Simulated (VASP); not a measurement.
## La16HO24 (a cell with a defect): single point with r2SCANh

System: La16HO24 (a cell with a defect).

```
CELL_PARAMETERS angstrom
7.88115 0.00000 0.00000
-3.94057 6.82527 0.00000
0.00000 0.00000 12.37572
ATOMIC_POSITIONS crystal
La 0.31519 0.15721 0.37269
La 0.15749 0.31490 0.12739
La 0.34522 0.17219 0.86937
La 0.17250 0.34490 0.63078
La 0.33313 0.66615 0.39511
La 0.15753 0.84179 0.12740
La 0.33312 0.66614 0.89419
La 0.17250 0.82674 0.63078
La 0.84209 0.15716 0.37269
La 0.66647 0.33282 0.10506
La 0.82705 0.17221 0.86936
La 0.66644 0.33278 0.60593
La 0.84212 0.68410 0.37271
La 0.68439 0.84175 0.12740
La 0.82706 0.65403 0.86936
La 0.65435 0.82676 0.63077
O 0.35525 0.17725 0.18546
O 0.17754 0.35500 0.31462
O 0.99981 0.99946 0.01774
O 0.33277 0.16596 0.67094
O 0.16628 0.33247 0.82921
O 0.99979 0.99951 0.48242
O 0.33314 0.66616 0.10853
O 0.17758 0.82177 0.31465
O 0.95760 0.47839 0.98667
O 0.33312 0.66614 0.69839
O 0.16628 0.83298 0.82919
O 0.04196 0.52053 0.51347
O 0.82203 0.17717 0.18546
O 0.66648 0.33281 0.39151
O 0.52087 0.04167 0.98666
O 0.83328 0.16595 0.67095
O 0.66645 0.33281 0.80174
O 0.47875 0.95734 0.51348
O 0.82210 0.64403 0.18548
O 0.64429 0.82169 0.31465
O 0.52090 0.47841 0.98667
O 0.83329 0.66648 0.67092
O 0.66680 0.83299 0.82919
O 0.47869 0.52052 0.51347
H 0.99979 0.99950 0.25013
```

| Item | Value |
| --- | --- |
| Program | VASP 6.6.1 |
| Task | single point |
| Functional | r2SCANh |
| Potentials or basis | VASP PAW PBE potentials, release 64 (La, O, H) |
| Cutoff | 580 eV |
| k mesh | 1 × 1 × 1 |
| Occupations | fermi-dirac, width 0.01 eV |
| Spin | no spin polarisation |
| Dipole correction | no |
| Grid for exact exchange (PRECFOCK) | Fast |
| Charge | -1 |
| Further INCAR settings | LREAL = Auto; ALGO = Normal; EDIFF = 1e-06; NBANDS = 186; NELECT = 322.0 |
| Share of exact exchange | 0.1 |

The largest force is 0.090 eV/Å.

Forces in eV/Å, atoms in the order of the input:
```
La   0.030  0.017 -0.030
La   0.000  0.033  0.034
La  -0.003 -0.002 -0.054
La   0.000 -0.003  0.051
La   0.000  0.000 -0.090
La   0.029 -0.017  0.033
La   0.001  0.001 -0.024
La  -0.003  0.002  0.052
La  -0.029  0.017 -0.031
La   0.000 -0.001  0.090
La   0.003 -0.002 -0.054
La   0.000  0.001  0.022
La   0.000 -0.035 -0.031
La  -0.029 -0.017  0.034
La   0.000  0.003 -0.054
La   0.003  0.001  0.053
O    0.027  0.015 -0.061
O    0.000  0.031  0.061
O    0.000  0.000 -0.053
O   -0.001  0.000 -0.027
O    0.000 -0.002  0.029
O    0.001 -0.001  0.053
O    0.000  0.000  0.041
O    0.026 -0.015  0.060
O    0.022  0.012 -0.001
O    0.000  0.001 -0.059
O   -0.002  0.001  0.029
O   -0.022 -0.013  0.001
O   -0.027  0.015 -0.062
O    0.000  0.000 -0.041
O    0.000 -0.026  0.000
O    0.002  0.000 -0.028
O   -0.001  0.000  0.059
O   -0.001  0.025  0.001
O    0.000 -0.029 -0.062
O   -0.026 -0.015  0.060
O   -0.022  0.012 -0.001
O    0.000  0.003 -0.027
O    0.002  0.002  0.029
O    0.021 -0.013  0.001
H    0.000  0.000  0.000
```

Levels at points of the mesh, in eV from the Fermi level:
```csv
k point,band 157,band 158,band 159,band 160,band 161,band 162,band 163,band 164,band 165,band 166
"(0.00, 0.00, 0.00)",-1.23,-1.19,-1.13,-1.13,-0.34,4.13,4.13,4.58,4.67,4.67
```

Run time: 85 min on 1 thread of Intel Xeon 8259CL, on a shared host, peak memory 1 GiB.

Caveat: the k points lie up to 0.92 Å⁻¹ apart, too coarse for converged energies, forces and pressures; the cell carries a net charge on a neutralising background, which shifts energy and pressure; the cell is charged against a uniform background, so pressure and absolute levels hang on convention; the PAW data sets were made with another functional, which shifts forces and pressure a little; spin-orbit coupling is left out, which moves the levels of the heavy elements.
